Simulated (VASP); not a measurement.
Set up this calculation in VASP 6.6.1, as the native input.

```
Task                   : single point
Functional             : r2SCAN
Potentials or basis    : VASP PAW PBE potentials, release 64 (Nb_sv)
Cutoff                 : 520 eV
k mesh                 : 18 × 18 × 18
Occupations            : gaussian, width 0.1 eV
Spin                   : no spin polarisation
Dipole correction      : no
Further INCAR settings : ALGO = Normal; EDIFF = 1e-06; NBANDS = 12
```

The system is Nb.

```
CELL_PARAMETERS angstrom
0.00000 2.06342 2.06342
2.06342 0.00000 2.06342
2.06342 2.06342 0.00000
ATOMIC_POSITIONS crystal
Nb 0.00000 0.00000 0.00000
```

This cell differs from its parent crystal: volume scaled by 0.94.

One way to write it, as run:

POSCAR

```
Nb
1.0
    0.0000000000      2.0634224211      2.0634224211
    2.0634224211      0.0000000000      2.0634224211
    2.0634224211      2.0634224211      0.0000000000
Nb
1
Direct
    0.0000000000      0.0000000000      0.0000000000
```

INCAR.step1

```
PREC = Accurate ; ENCUT = 520
ISMEAR = 0 ; SIGMA = 0.1
LREAL = False ; LASPH = True
NELM = 100 ; NBANDS = 12
GGA = PE ; ALGO = Normal
EDIFF = 1E-4 ; LWAVE = True
LCHARG = False
```

INCAR.step2

```
PREC = Accurate ; ENCUT = 520
EDIFF = 1E-6 ; ISMEAR = 0
SIGMA = 0.1 ; LREAL = False
LASPH = True ; NELM = 100
ALGO = Normal ; ISIF = 2
LWAVE = False ; LCHARG = False
METAGGA = R2SCAN ; LMIXTAU = True
NBANDS = 12 ; ISTART = 1
```

KPOINTS

```
regular mesh
0
Gamma
  18 18 18
```

Potentials or basis: VASP PAW PBE potentials, release 64 (Nb_sv).

The run is started by

```sh
$ cat potpaw_PBE.64/Nb_sv/POTCAR > POTCAR
$ cp INCAR.step1 INCAR
$ mpirun -np 1 vasp_std > vasp.out
$ cp INCAR.step2 INCAR
$ mpirun -np 1 vasp_std > vasp.out
```

Results of the run:

- Pressure: 11.4 GPa

Caveat: the PAW data sets were made with another functional, which shifts forces and pressure a little.

It took 46 s on 1 thread of Intel(R) Xeon(R) 6975P-C (Granite Rapids) (shared host), peak memory 0.17 GiB.
